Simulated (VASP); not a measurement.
Crystal: Ca.

```
Ca
1.0
    -2.09649    2.10173    2.44535
     2.09649   -2.10173    2.44535
     2.09649    2.10173   -2.44535
Ca
1
Direct
  0.50000 0.50000 0.00000
```

```yaml
Program: VASP 6.6.1
Task: relaxation of cell and atoms
Functional: PBEsol
Potentials_or_basis: VASP PAW PBE potentials, release 64 (Ca_sv)
Cutoff: 600 eV
k_mesh: 14 × 14 × 14
Occupations: gaussian, width 0.1 eV
Spin: no spin polarisation
```

At the start: pressure -1.0 GPa; volume 43.10 Å³/atom.

Problem. How do energy, volume and symmetry change on relaxing?

Solution. Over 17 steps the energy falls by 18.4 meV/atom and the volume is 40.66 Å³/atom (-5.7 %); space group Fm-3m (No. 225, to 0.05 Å).

The path:
| step | energy change (eV) | largest force (eV/Å) | pressure (GPa) | volume (Å³) |
| --- | --- | --- | --- | --- |
| 1 | 0.0000 | 0.0000 | -0.96 | 43.10 |
| 2 | -0.0070 | 0.0000 | -0.38 | 41.50 |
| 3 | -0.0083 | 0.0000 | 0.00 | 40.58 |
| 4 | -0.0083 | 0.0000 | 0.03 | 40.52 |
| 5 | -0.0086 | 0.0000 | 0.03 | 40.52 |
| 6 | -0.0095 | 0.0000 | 0.04 | 40.52 |
| 7 | -0.0114 | 0.0000 | 0.05 | 40.49 |
| 8 | -0.0152 | 0.0000 | 0.12 | 40.37 |
| 9 | -0.0163 | 0.0000 | 0.35 | 39.86 |
| 10 | -0.0177 | 0.0000 | 0.22 | 40.15 |
| 11 | -0.0177 | 0.0000 | 0.28 | 40.03 |
| 12 | -0.0180 | 0.0000 | 0.12 | 40.38 |
| 13 | -0.0180 | 0.0000 | 0.11 | 40.40 |
| 14 | -0.0182 | 0.0000 | 0.07 | 40.47 |
| 15 | -0.0184 | 0.0000 | -0.02 | 40.69 |
| 16 | -0.0184 | 0.0000 | -0.01 | 40.69 |
| 17 | -0.0184 | 0.0000 | -0.01 | 40.66 |

Final structure:
```xyz
1
Lattice="-1.9300 1.9306 2.7281 1.9300 -1.9306 2.7281 1.9300 1.9306 -2.7281" Properties=species:S:1:pos:R:3 pbc="T T T"
Ca    0.0000    0.0000    2.7281
```

Caveat: the PAW data sets were made with another functional, which shifts forces and pressure a little.
